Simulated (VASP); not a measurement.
**InAs (zincblende type): single point with PBE**

InAs (zincblende type):

```
In As
1.0
     0.00000    3.09348    3.09348
     3.09348    0.00000    3.09348
     3.09348    3.09348    0.00000
In As
1 1
Cartesian
  0.0000 0.0000 0.0000
  1.5467 1.5467 1.5467
```

```
Program                : VASP 6.6.1
Task                   : single point
Functional             : PBE
Potentials or basis    : VASP PAW PBE potentials, release 64 (In_d, As)
Cutoff                 : 500 eV
k mesh                 : 9 × 9 × 9
Occupations            : fermi-dirac, width 0.02 eV
Spin                   : no spin polarisation
Dipole correction      : no
Further INCAR settings : ALGO = Normal; EDIFF = 1e-06; NBANDS = 16
```

| Item | Value |
| --- | --- |
| Pressure | 0.0 GPa |
| Band gap on the k mesh | zero (filled and empty bands touch) |

Levels at points of the mesh, in eV from the Fermi level:
```csv
k point,band 5,band 6,band 7,band 8,band 9,band 10,band 11,band 12,band 13,band 14
"(0.00, 0.00, 0.00)",-14.18,-11.45,-0.56,-0.01,-0.01,-0.01,3.86,3.86,3.86,7.26
```

Wall time 32 s on 1 thread of Intel(R) Xeon(R) Platinum 8488C (Sapphire Rapids), with other jobs on the host, peak memory 0.18 GiB.

Caveat: spin-orbit coupling is left out, which moves the levels of the heavy elements.
